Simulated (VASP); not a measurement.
# GaN (kpbe) (F-43m) in VASP: notebook, part 2 of 2

VASP 6.6.1. The steps go on from the part before.

**3. Single point, PBE**

This run uses another cell than the first one, of 11.77 Å³/atom, 1.028 times its volume.

INCAR reads:

```
SYSTEM = GaN
PREC = Accurate
ENCUT = 520
EDIFF = 1E-7
ISMEAR = 0
SIGMA = 0.02
LREAL = .False.
LASPH = .True.
NELM = 100
ALGO = Normal
ISIF = 2
LWAVE = .False.
LCHARG = .False.
GGA = PE
NBANDS = 16
```

KPOINTS reads:

```
regular mesh
0
Gamma
  10 10 10
  0 0 0
```

POSCAR reads:

```
GaN
1.0
    0.0000000000      2.2744141206      2.2744141206
    2.2744141206      0.0000000000      2.2744141206
    2.2744141206      2.2744141206      0.0000000000
Ga N
1 1
Direct
    0.0000000000      0.0000000000      0.0000000000
    0.2500000000      0.2500000000      0.2500000000
```

Potentials or basis: VASP PAW PBE potentials, release 64 (Ga_d, N).

Launch:

```sh
$ cat potpaw_PBE.64/Ga_d/POTCAR potpaw_PBE.64/N/POTCAR > POTCAR
$ mpirun -np 1 vasp_std > vasp.out
```

OUTCAR:

```text
SYSTEM = GaN
   PREC = Accurate
   ENCUT = 520
   EDIFF = 1E-7
   ISMEAR = 0
   LREAL = .False.
   LASPH = .True.
   NELM = 100
   ISIF = 2
   GGA = PE

 ion  position               nearest neighbor table
   1  0.000  0.000  0.000-   2 1.97   2 1.97   2 1.97   2 1.97
   2  0.250  0.250  0.250-   1 1.97   1 1.97   1 1.97   1 1.97

  LATTYP: Found a face centered cubic cell.
 ALAT       =     4.5488282412

  Lattice vectors:

 A1 = (   0.0000000000,   2.2744141206,   2.2744141206)
[... 641 lines left out ...]

------------------------ aborting loop because EDIFF is reached ----------------------------------------

  FORCE on cell =-STRESS in cart. coord.  units (eV):
  Direction    XX          YY          ZZ          XY          YZ          ZX
  --------------------------------------------------------------------------------------
  -------------------------------------------------------------------------------------
  Total        0.0065550      0.0065550      0.0065550      0.0000000      0.0000000      0.0000000
  in kB        0.4463175      0.4463175      0.4463175      0.0000000      0.0000000      0.0000000
  external PRESSURE =       0.4463175 kB  Pullay stress =       0.0000000 kB

 VOLUME and BASIS-vectors are now :
 -----------------------------------------------------------------------------
  energy-cutoff  :      520.00
  volume of cell :       23.53
      direct lattice vectors                 reciprocal lattice vectors
     0.000000000  2.274414121  2.274414121    -0.219836834  0.219836834  0.219836834
     2.274414121  0.000000000  2.274414121     0.219836834 -0.219836834  0.219836834
     2.274414121  2.274414121  0.000000000     0.219836834  0.219836834 -0.219836834

 POSITION                                       TOTAL-FORCE (eV/Angst)
 -----------------------------------------------------------------------------------
      0.00000      0.00000      0.00000         0.000000      0.000000      0.000000
      1.13721      1.13721      1.13721        -0.000000     -0.000000     -0.000000
 -----------------------------------------------------------------------------------
    total drift:                                0.000002      0.000002      0.000001

  FREE ENERGIE OF THE ION-ELECTRON SYSTEM (eV)
  ---------------------------------------------------
  free  energy   TOTEN  =       -12.1535573477 eV

  energy  without entropy=      -12.1535573477  energy(sigma->0) =      -12.15355735
```

OSZICAR:

```text
N       E                     dE             d eps       ncg     rms          rms(c)
DAV:   1     0.793671978994E+02    0.79367E+02   -0.94344E+03  1712   0.202E+03
DAV:   2    -0.839130475315E+01   -0.87759E+02   -0.81852E+02  1736   0.325E+02
DAV:   3    -0.140483293159E+02   -0.56570E+01   -0.56367E+01  1744   0.693E+01
DAV:   4    -0.141100182272E+02   -0.61689E-01   -0.61684E-01  1936   0.790E+00
DAV:   5    -0.141108807622E+02   -0.86253E-03   -0.86252E-03  1776   0.829E-01    0.762E+00
DAV:   6    -0.121559776691E+02    0.19549E+01   -0.49467E+00  2264   0.389E+01    0.269E+00
DAV:   7    -0.121613761206E+02   -0.53985E-02   -0.30599E-01  1640   0.668E+00    0.176E+00
DAV:   8    -0.121577637373E+02    0.36124E-02   -0.63500E-02  1688   0.319E+00    0.840E-01
DAV:   9    -0.121532385445E+02    0.45252E-02   -0.13964E-02  2272   0.258E+00    0.222E-01
DAV:  10    -0.121536477397E+02   -0.40920E-03   -0.14133E-03  1696   0.481E-01    0.115E-01
DAV:  11    -0.121535525815E+02    0.95158E-04   -0.26168E-04  2216   0.257E-01    0.783E-03
DAV:  12    -0.121535576241E+02   -0.50426E-05   -0.29625E-05  1688   0.497E-02    0.819E-03
DAV:  13    -0.121535574215E+02    0.20259E-06   -0.63073E-07  1928   0.126E-02    0.236E-03
DAV:  14    -0.121535573477E+02    0.73788E-07   -0.43798E-08  1312   0.263E-03
   1 F= -.12153557E+02 E0= -.12153557E+02  d E =-.391886E-13
```

stdout:

```text
POSCAR found type information on POSCAR GaN
 POSCAR found :  2 types and       2 ions
 scaLAPACK will be used
 LDA part: xc-table for (Slater+PW92), standard interpolation
 POSCAR, INCAR and KPOINTS ok, starting setup
 FFT: planning ... GRIDC
 FFT: planning ... GRID_SOFT
 FFT: planning ... GRID
 WAVECAR not read
 entering main loop
```

It took 6.2 s on 1 thread of Intel Xeon 6975P-C (Granite Rapids), shared host; peak memory 0.14 GiB.

Results:

- Free energy: -12.1536 eV
- Pressure: 0.0 GPa
- Band gap on the k mesh: 1.55 eV, direct

**4. Relaxation of cell and atoms, PBE**

INCAR reads:

```
SYSTEM = GaN
ALGO = Normal
EDIFF = 1E-6
EDIFFG = -0.002
ENCUT = 600
GGA = PE
IBRION = 2
ISIF = 3
ISMEAR = 0
LASPH = .True.
LCHARG = .False.
LREAL = .False.
LWAVE = .False.
NELM = 80
NSW = 100
PREC = Accurate
SIGMA = 0.02
```

KPOINTS reads:

```
k-points
0
Gamma
  10 10 10
  0 0 0
```

POSCAR reads:

```
GaN
1.0
    0.0000000000      2.2535006100      2.2535006100
    2.2535006100      0.0000000000      2.2535006100
    2.2535006100      2.2535006100      0.0000000000
Ga N
1 1
Direct
    0.0000000000      0.0000000000      0.0000000000
    0.2500000000      0.2500000000      0.2500000000
```

Launch:

```sh
$ cat potpaw_PBE.64/Ga_d/POTCAR potpaw_PBE.64/N/POTCAR > POTCAR
$ mpirun -np 1 vasp_std > vasp.out
```

Wall time 65 s (1 thread of Intel Xeon 6975P-C (Granite Rapids), shared host); peak memory 0.17 GiB.

The run converged. Its results:

| Item | Value |
| --- | --- |
| Free energy | -12.1542 eV |
| Relaxed volume | 11.76 Å³/atom |
| Relaxed cell | a = 3.216 Å, b = 3.216 Å, c = 3.216 Å, α = 60.00°, β = 60.00°, γ = 60.00° |
| Space group after relaxing (to 0.05 Å) | F-43m (No. 216) |
| Energy gained by relaxing | 4.7 meV/atom |
| Ionic steps | 27 |
| Pressure after relaxing | 0.0 GPa |
| Band gap on the k mesh | 1.55 eV, direct |

The path:
```csv
step,energy change (eV),largest force (eV/Å),pressure (GPa),volume (Å³)
1,0.0000,0.0000,4.92,22.89
2,-0.0029,0.0000,-3.73,24.07
3,-0.0095,0.0000,-0.08,23.52
4,-0.0095,0.0000,0.14,23.51
5,-0.0095,0.0000,0.10,23.51
6,-0.0095,0.0000,0.11,23.51
7,-0.0095,0.0000,0.04,23.51
8,-0.0095,0.0000,0.07,23.51
9,-0.0095,0.0000,0.06,23.51
10,-0.0095,0.0000,0.06,23.51
11,-0.0095,0.0000,0.06,23.51
12,-0.0095,0.0000,0.06,23.51
13,-0.0095,0.0000,0.07,23.51
14,-0.0095,0.0000,-0.04,23.52
15,-0.0095,0.0000,0.03,23.51
16,-0.0095,0.0000,0.05,23.52
17,-0.0095,0.0000,0.04,23.52
18,-0.0095,0.0000,0.03,23.52
19,-0.0095,0.0000,0.03,23.52
20,-0.0095,0.0000,0.03,23.52
21,-0.0095,0.0000,0.03,23.52
22,-0.0095,0.0000,0.04,23.52
23,-0.0095,0.0000,0.05,23.52
24,-0.0095,0.0000,-0.13,23.52
25,-0.0095,0.0000,0.08,23.52
26,-0.0095,0.0000,0.04,23.52
27,-0.0095,0.0000,-0.02,23.52
```

Final structure:
```
Ga N
1.0
     0.00000    2.27413    2.27413
     2.27413    0.00000    2.27413
     2.27413    2.27413    0.00000
Ga N
1 1
Direct
  0.00000 0.00000 0.00000
  0.25000 0.25000 0.25000
```

Levels at points of the mesh, in eV from the valence-band top:
| k point | band 7 | band 8 | band 9 | band 10 | band 11 | band 12 |
| --- | --- | --- | --- | --- | --- | --- |
| (0.00, 0.00, 0.00) | 0.00 | 0.00 | 0.00 | 1.55 | 10.13 | 10.13 |
| (0.50, 0.00, 0.00) | -6.86 | -0.93 | -0.93 | 4.45 | 8.59 | 10.22 |
| (0.50, 0.50, 0.00) | -6.01 | -2.61 | -2.61 | 3.34 | 6.50 | 11.52 |

**5. Overview**

```tsv
task	cell	k mesh	cutoff (eV)	smearing	gap on the mesh (eV)	pressure (GPa)
single point	a = 3.187 Å, angles 60.0°, 2 atoms	8 × 8 × 8	520	gaussian 0.1 eV	1.72	5.1
single point	a = 3.217 Å, angles 60.0°, 2 atoms	10 × 10 × 10	520	gaussian 0.02 eV	1.55	0.0
relaxation of cell and atoms	relaxed from a = 3.187 Å, angles 60.0°, 2 atoms	10 × 10 × 10	600	gaussian 0.02 eV	1.55	0.0
```

Alike in all rows: level PBE; potentials or basis VASP PAW PBE potentials, release 64 (Ga_d, N); no spin polarisation.

Total energies depend on the potentials used, so only differences within one code and one set of settings carry meaning.
